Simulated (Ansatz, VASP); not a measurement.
Two plane-wave programs on Ta2Br

```xyz
6
Lattice="-3.3554 3.3554 2.8173 3.3554 -3.3554 2.8173 3.3554 3.3554 -2.8173" Properties=species:S:1:pos:R:3 pbc="T T T"
Ta    1.6769    0.0000    0.0574
Ta    5.0338    0.0000    0.0574
Ta    0.0000    1.6785    1.4660
Ta    3.3554    1.6769   -1.3513
Br    3.3554    0.0000    2.1704
Br    0.0000    0.0000    3.5791
```

Alike in both runs: functional PBE; k mesh 4 × 4 × 4; occupations gaussian, width 0.1 eV; no spin polarisation.

Ansatz relaxed the structure, and its values are those at the end. VASP's run is a single point on that final structure, the one shown.

|  | VASP | Ansatz |
| --- | --- | --- |
| version | VASP 6.6.1 | Ansatz 0.2.0 |
| potentials or method | VASP PAW PBE potentials, release 64 (Ta_pv, Br), cutoff 520 eV | scalar-relativistic, plane waves, PAW |
| valence electrons in the cell | 58 | 66 |

VASP gave:

```
gap on the k mesh at the Fermi level (eV) : none
pressure (GPa)                            : 0.2
```

What did Ansatz give for the same quantities?

gap on the k mesh at the Fermi level (eV): none; pressure (GPa): 0.1.

A gap of «none» marks a metal or a gap that the smearing closes. VASP's potentials hold 58 valence electrons a cell and Ansatz's 66, so a difference there can come from the potentials and not from the codes.

The k mesh is coarse, so the values compare programs but aren't converged. Neither program's run includes spin-orbit coupling.
